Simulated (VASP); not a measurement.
Input of a VASP 6.6.1 run:

The input INCAR:

```
PREC = Accurate
ENCUT = 520
EDIFF = 1E-6
ISMEAR = 0
SIGMA = 0.02
LREAL = Auto
LASPH = T
NELM = 150
ALGO = Normal
ISIF = 2
LWAVE = F
LCHARG = F
ISPIN = 2
MAGMOM = 0 0 0 0 0 0 0 0 0 0 0 0 0 0 0 0 0 0 0 0 1
LORBIT = 11
GGA = PE
NBANDS = 58
```

The input KPOINTS:

```
regular mesh
0
Gamma
  2 2 1
```

File POSCAR:

```
Si16H4F
1.0
    7.6791800230      0.0000000000      0.0000000000
    3.8395900115      6.6503649801      0.0000000000
    0.0000000000      0.0000000000     16.4187650000
H Si F
4 16 1
Direct
    0.1666666633      0.1666666683      0.0609059200
    0.6666666683      0.1666666683      0.0609059200
    0.1666666667      0.6666666667      0.0609059200
    0.6666666683      0.6666666633      0.0609059200
    0.1666666633      0.1666666683      0.1522648000
    0.6666666683      0.1666666683      0.1522648000
    0.1666666667      0.6666666667      0.1522648000
    0.6666666683      0.6666666633      0.1522648000
   -0.1666666667      0.3333333333      0.1957277529
    0.3335025672      0.3329948656      0.1989772714
   -0.1670051344      0.8335025672      0.1989772714
    0.3335025672      0.8335025672      0.1989772714
   -0.1666666667      0.3333333333      0.3401592648
    0.3370267147      0.3259465706      0.3471304555
   -0.1740534294      0.8370267147      0.3471304555
    0.3370267147      0.8370267147      0.3471304555
   -0.0017154272      0.0034308543      0.3811942636
    0.5000000000      0.0000000000      0.3959473826
   -0.0017154272      0.4982845728      0.3811942636
    0.5034308543      0.4982845728      0.3811942636
    0.1666666667      0.6666666667      0.3005784886
```

Potentials or basis: VASP PAW PBE potentials, release 64 (H, Si, F).

Command:

```bash
$ cat potpaw_PBE.64/H/POTCAR potpaw_PBE.64/Si/POTCAR potpaw_PBE.64/F/POTCAR > POTCAR
$ mpirun -np 1 vasp_std > vasp.out
```

Task: Estimate the site moments.

Result: H +0.01, +0.00 (each value once); Si +0.01, +0.02, +0.05, +0.03, -0.02, +0.18, +0.23 (each value once); F +0.05 μB.

Task: Predict the largest force.

Result: 0.302 eV/Å.

Task: What does it give for the band gap on the k mesh?

Result: 0.22 eV (least direct gap 0.27 eV).

Forces on the atoms (eV/Å):
```
H    0.032 -0.018 -0.083
H   -0.032 -0.018 -0.083
H    0.000  0.000 -0.210
H    0.000  0.037 -0.083
Si   0.181 -0.104  0.082
Si  -0.181 -0.104  0.082
Si   0.000  0.000  0.302
Si   0.000  0.208  0.082
Si   0.000  0.000  0.012
Si   0.000 -0.006 -0.022
Si  -0.005  0.003 -0.022
Si   0.005  0.003 -0.022
Si   0.000  0.000 -0.011
Si   0.000 -0.006  0.036
Si  -0.005  0.003  0.036
Si   0.005  0.003  0.036
Si   0.000 -0.012 -0.021
Si   0.000  0.000 -0.095
Si   0.011  0.006 -0.021
Si  -0.011  0.006 -0.021
F    0.000  0.000  0.026
```

Caveat: the k points lie up to 0.47 Å⁻¹ apart; there is no dipole correction, which matters where the two faces differ; semilocal functionals underestimate gaps, and a narrow one can read as zero.
